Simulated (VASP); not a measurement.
# Ni: relaxation of cell and atoms with PBEsol

The system is Ni.

```
CELL_PARAMETERS angstrom
-1.21913 1.21913 1.85473
1.21913 -1.21913 1.85473
1.21913 1.21913 -1.85473
ATOMIC_POSITIONS crystal
Ni 0.00000 0.00000 0.00000
```

```
Program                : VASP 6.6.1
Task                   : relaxation of cell and atoms
Functional             : PBEsol
Potentials or basis    : VASP PAW PBE potentials, release 64 (Ni)
Cutoff                 : 600 eV
k mesh                 : 10 × 10 × 10
Occupations            : gaussian, width 0.1 eV
Spin                   : collinear spin, ferromagnetic start
Starting moments       : [0.81] μB
Dipole correction      : no
Further INCAR settings : ALGO = Normal; EDIFF = 1e-07; IBRION = 2; EDIFFG = -0.04; NSW = 90; ISIF = 3
```

| Quantity | Value |
| --- | --- |
| Relaxed volume | 10.40 Å³/atom |
| Relaxed cell | a = 2.449 Å, b = 2.449 Å, c = 2.449 Å, α = 119.95°, β = 119.95°, γ = 90.08° |
| Space group after relaxing (to 0.1 Å) | Fm-3m (No. 225) |
| Energy gained by relaxing | 38.0 meV/atom |
| Ionic steps | 6 |
| Pressure after relaxing | 0.1 GPa |
| Net moment | 0.71 μB per cell |
| Site moments | Ni +0.71 μB |
| Valence electrons inside the program's atomic spheres | Ni 9.40 |

Stress tensor (GPa, compression positive):
```
0.02 0.00 0.00
0.00 0.02 0.00
0.00 0.00 0.21
```

The path:
```tsv
step	energy change (eV)	largest force (eV/Å)	pressure (GPa)	volume (Å³)
1	0.0000	0.0000	-11.22	11.03
2	-0.0088	0.0000	14.58	9.84
3	-0.0291	0.0000	1.38	10.35
4	-0.0352	0.0000	0.67	10.37
5	-0.0375	0.0000	-0.06	10.41
6	-0.0380	0.0000	0.09	10.40
```

Final structure:
```
CELL_PARAMETERS angstrom
-1.22555 1.22555 1.73083
1.22555 -1.22555 1.73083
1.22555 1.22555 -1.73083
ATOMIC_POSITIONS crystal
Ni 0.00000 0.00000 0.00000
```

Levels at points of the mesh, in eV from the Fermi level:
Spin up:
| k point | band 1 | band 2 | band 3 | band 4 | band 5 | band 6 | band 7 | band 8 | band 9 |
| --- | --- | --- | --- | --- | --- | --- | --- | --- | --- |
| (0.00, 0.00, 0.00) | -9.40 | -2.62 | -2.62 | -2.61 | -1.36 | -1.35 | 24.06 | 28.25 | 28.27 |
| (0.50, 0.00, 0.00) | -5.16 | -2.61 | -2.60 | -0.65 | -0.65 | -0.45 | 5.92 | 22.54 | 25.40 |
| (0.50, 0.50, 0.00) | -4.99 | -4.51 | -0.60 | -0.51 | -0.51 | 2.39 | 9.55 | 15.18 | 15.18 |
| (0.50, 0.50, 0.50) | -4.99 | -4.51 | -0.60 | -0.51 | -0.51 | 2.42 | 9.59 | 15.14 | 15.14 |
Spin down:
| k point | band 2 | band 3 | band 4 | band 5 | band 6 | band 7 |
| --- | --- | --- | --- | --- | --- | --- |
| (0.00, 0.00, 0.00) | -1.81 | -1.81 | -1.80 | -0.68 | -0.67 | 23.97 |
| (0.50, 0.00, 0.00) | -1.91 | -1.90 | -0.46 | 0.18 | 0.18 | 6.40 |
| (0.50, 0.50, 0.00) | -3.84 | 0.11 | 0.41 | 0.42 | 2.40 | 9.87 |
| (0.50, 0.50, 0.50) | -3.84 | 0.11 | 0.42 | 0.42 | 2.43 | 9.90 |

Run time: 73 s on 1 thread of Intel(R) Xeon(R) Platinum 8375C CPU @ 2.90GHz (Ice Lake), with other jobs on the host, peak memory 0.16 GiB.

Caveat: the PAW data sets were made with another functional, which shifts forces and pressure a little.
